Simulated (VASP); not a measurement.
# ZnO (P6_3mc) in VASP: further runs, part 3 of 3

VASP 6.6.1. Earlier steps stand in the parts before.

## (6) Single point, r2SCAN (strain -2.0%)

File POSCAR:

```
ZnO
1.0
    3.1706340523      0.0000000000      0.0000000000
   -1.5853170261      2.7458496354      0.0000000000
    0.0000000000      0.0000000000      5.1067328084
Zn O
2 2
Direct
    0.3333333333      0.6666666667     -0.0023477531
    0.6666666667      0.3333333333      0.4976522469
    0.3333333333      0.6666666667      0.3773477531
    0.6666666667      0.3333333333      0.8773477531
```

File INCAR.step1:

```
ALGO     = Normal         # electronic algorithm
EDIFF    = 1E-4           # SCF threshold, eV
ENCUT    = 520            # plane-wave cutoff, eV
GGA      = PE             # functional
ISMEAR   = 0              # smearing method
LASPH    = T              # aspherical terms in the spheres
LCHARG   = F              # write CHGCAR
LREAL    = F              # projectors in reciprocal space
LWAVE    = T              # write WAVECAR
NBANDS   = 26             # bands
NELM     = 60             # most SCF steps
PREC     = Accurate       # precision mode
SIGMA    = 0.01           # smearing width, eV
```

File INCAR.step2:

```
ALGO     = Normal         # electronic algorithm
EDIFF    = 1E-7           # SCF threshold, eV
ENCUT    = 520            # plane-wave cutoff, eV
ISIF     = 2              # what is computed and relaxed
ISMEAR   = 0              # smearing method
ISTART   = 1            
LASPH    = T              # aspherical terms in the spheres
LCHARG   = F              # write CHGCAR
LMIXTAU  = T            
LREAL    = F              # projectors in reciprocal space
LWAVE    = F              # write WAVECAR
METAGGA  = R2SCAN         # meta-GGA
NBANDS   = 26             # bands
NELM     = 60             # most SCF steps
PREC     = Accurate       # precision mode
SIGMA    = 0.01           # smearing width, eV
```

File KPOINTS:

```
k-points
0
Gamma
  12 12 6
```

Potentials or basis: VASP PAW PBE potentials, release 64 (Zn, O).

Run with:

```
> cat potpaw_PBE.64/Zn/POTCAR potpaw_PBE.64/O/POTCAR > POTCAR
> cp INCAR.step1 INCAR
> mpirun -np 1 vasp_std > vasp.out
> cp INCAR.step2 INCAR
> mpirun -np 1 vasp_std > vasp.out
```

OUTCAR:

```text
EDIFF = 1E-7
   ENCUT = 520
   ISIF = 2
   ISMEAR = 0
   ISTART = 1
   LASPH = T
   LREAL = F
   METAGGA = R2SCAN
   NELM = 60
   PREC = Accurate

 ion  position               nearest neighbor table
   1  0.333  0.667  0.998-   4 1.93   4 1.93   4 1.93   3 1.94
   2  0.667  0.333  0.498-   3 1.93   3 1.93   3 1.93   4 1.94
   3  0.333  0.667  0.377-   2 1.93   2 1.93   2 1.93   1 1.94
   4  0.667  0.333  0.877-   1 1.93   1 1.93   1 1.93   2 1.94

  LATTYP: Found a hexagonal cell.
 ALAT       =     3.1706340523
 C/A-ratio  =     1.6106345684

  Lattice vectors:

 A1 = (   3.1706340523,   0.0000000000,   0.0000000000)
 A2 = (  -1.5853170261,   2.7458496354,   0.0000000000)
 A3 = (   0.0000000000,   0.0000000000,   5.1067328084)

Analysis of symmetry for initial positions (statically):
=====================================================================
 Subroutine PRICEL returns:
 Original cell was already a primitive cell.

 Routine SETGRP: Setting up the symmetry group for a
 hexagonal supercell.

 Subroutine GETGRP returns: Found 12 space group operations
 (whereof  6 operations were pure point group operations)
 out of a pool of 24 trial point group operations.

The static configuration has the point symmetry C_3v.
 The point group associated with its full space group is C_6v.

Analysis of symmetry for dynamics (positions and initial velocities):
=====================================================================
 Subroutine PRICEL returns:
 Original cell was already a primitive cell.

 Routine SETGRP: Setting up the symmetry group for a
 hexagonal supercell.

 Subroutine GETGRP returns: Found 12 space group operations
 (whereof  6 operations were pure point group operations)
 out of a pool of 24 trial point group operations.

The dynamic configuration has the point symmetry C_3v.
[... 116 lines left out ...]
   NUPDOWN=      -1.0000    fix difference up-down
   EMIN   =  10.00;   EMAX   =-10.00  energy-range for DOS
   EFERMI =   0.00;   METHOD = LEGACY
   ISMEAR =     0;   SIGMA  =   0.01  broadening in eV -4-tet -1-fermi 0-gaus
   EFERMI_NEDOS =   21; number of points for ismear=-14 and -15
   IALGO  =     38    algorithm
   IMIX   =      4    mixing-type and parameters
     AMIX     =   0.40;   BMIX     =  1.00
     AMIX_MAG =   1.60;   BMIX_MAG =  1.00
  volume/ion in A,a.u.               =      11.11        75.01
  Fermi-wavevector in a.u.,A,eV,Ry     =   1.525880  2.883495 31.678570  2.328309
  Thomas-Fermi vector in A             =   2.633990
   LORBIT       =      0    0 simple, 1 ext, 2 COOP (PROOUT), +10 PAW based schemes
   METAGGA = R2SCAN    functional components
   LHFCALC =     F    Hartree Fock is set to
   AEXX    =    0.0000 exact exchange contribution
   IVDW    =     0    specifies the selected vdW correction
   LEPSILON=     F    determine dielectric tensor
   LRPA    =     F    only Hartree local field effects (RPA)
 non-spin polarized calculation
 Gauss-broadening in eV      SIGMA  =   0.01
  energy-cutoff  :      520.00
  volume of cell :       44.46
 maximum number of plane-waves:      1212
 NGX is ok and might be reduce to    24
   NGX = 11   NGY = 11   NGZ = 19

 number of electron      35.9999972 magnetization

 Free energy of the ion-electron system (eV)
  ---------------------------------------------------
  ext. energy  EPLUGINS =         0.00000000
  ---------------------------------------------------
  free energy    TOTEN  =       -36.21096560 eV

  energy without entropy =      -36.21096560  energy(sigma->0) =      -36.21096560

 E-fermi :   1.5898     XC(G=0): -12.0659

 val. band max:        1.5044946744   @ k =   0.0000   0.0000   0.0000
 cond. band min:       2.8314171643   @ k =   0.0000   0.0000   0.0000
 fundamental gap:      1.3269224899
 Fermi energy:         1.5897959874

 k-point     1 :       0.0000    0.0000    0.0000
  band No.  band energies     occupation
      1     -18.1734      2.00000
      2     -17.3822      2.00000
      3      -4.7655      2.00000
      4      -4.6934      2.00000
      5      -4.6934      2.00000
      6      -4.6253      2.00000
[... 685 lines left out ...]
     25      16.1438      0.00000
     26      16.9179      0.00000

 [... further k-points ...]
[... 5 lines left out ...]
  --------------------------------------------------------------------------------------
  -------------------------------------------------------------------------------------
  Total        3.2665340      3.2665340      3.2729180      0.0000000      0.0000000      0.0000000
  in kB      117.7149872    117.7149872    117.9450438      0.0000000      0.0000000      0.0000000
  external PRESSURE =     117.7916727 kB  Pullay stress =       0.0000000 kB

 VOLUME and BASIS-vectors are now :
 -----------------------------------------------------------------------------
  energy-cutoff  :      520.00
  volume of cell :       44.46
      direct lattice vectors                 reciprocal lattice vectors
     3.170634052  0.000000000  0.000000000     0.315394329  0.182093001  0.000000000
    -1.585317026  2.745849635  0.000000000     0.000000000  0.364186002  0.000000000
     0.000000000  0.000000000  5.106732808     0.000000000  0.000000000  0.195819918

 POSITION                                       TOTAL-FORCE (eV/Angst)
 -----------------------------------------------------------------------------------
     -0.00000      1.83057      5.09474        -0.000000      0.000000      0.010560
      1.58532      0.91528      2.54138        -0.000000      0.000000      0.010560
     -0.00000      1.83057      1.92701        -0.000000      0.000000     -0.010560
      1.58532      0.91528      4.48038         0.000000     -0.000000     -0.010560
 -----------------------------------------------------------------------------------
    total drift:                                0.000001      0.000001      0.006639

  FREE ENERGIE OF THE ION-ELECTRON SYSTEM (eV)
  ---------------------------------------------------
  free  energy   TOTEN  =       -36.2109655959 eV

  energy  without entropy=      -36.2109655959  energy(sigma->0) =      -36.21096560
```

Run time: 97 s. Hardware: 1 thread of Intel Xeon 6975P-C (Granite Rapids), shared host; peak memory 0.2 GiB.

Results:

```
Free energy            : -36.2110 eV
Pressure               : 11.8 GPa
Largest force          : 0.011 eV/Å
Band gap on the k mesh : 1.33 eV, direct
```

Forces on the atoms (eV/Å):
```
Zn   0.000  0.000  0.011
Zn   0.000  0.000  0.011
O    0.000  0.000 -0.011
O    0.000  0.000 -0.011
```

Caveat: the cell differs from its parent crystal (strain -2.0%); the PAW data sets were made with another functional, which shifts forces and pressure a little.

## (7) Overview

| level | cell | smearing | gap on the mesh (eV) | pressure (GPa) | largest force (eV/Å) |
| --- | --- | --- | --- | --- | --- |
| PBE | a = 3.203, b = 3.203, c = 5.159 Å, angles 90.0, 90.0, 120.0°, 4 atoms | fermi-dirac 0.02 eV | 0.84 | 12.4 | - |
| PBE | a = 3.235, b = 3.235, c = 5.211 Å, angles 90.0, 90.0, 120.0°, 4 atoms | fermi-dirac 0.02 eV | 0.79 | 7.2 | - |
| PBE | a = 3.252, b = 3.252, c = 5.185 Å, angles 90.0, 90.0, 120.0°, 4 atoms | fermi-dirac 0.02 eV | 0.80 | 6.4 | 0.01 |
| PBE | a = 3.365, b = 3.365, c = 4.976 Å, angles 90.0, 90.0, 120.0°, 4 atoms | fermi-dirac 0.02 eV | 0.82 | 1.6 | 0.04 |
| r2SCAN | a = 3.171, b = 3.171, c = 5.107 Å, angles 90.0, 90.0, 120.0°, 4 atoms | gaussian 0.01 eV | 1.33 | 11.8 | 0.01 |

Alike in all rows: task single point; potentials or basis VASP PAW PBE potentials, release 64 (Zn, O); no spin polarisation; k mesh 12 × 12 × 6; cutoff (eV) 520.

Caveats: the PAW data sets were made with another functional, which shifts forces and pressure a little (some runs).

Absolute energies hang on the potentials; compare differences alone.
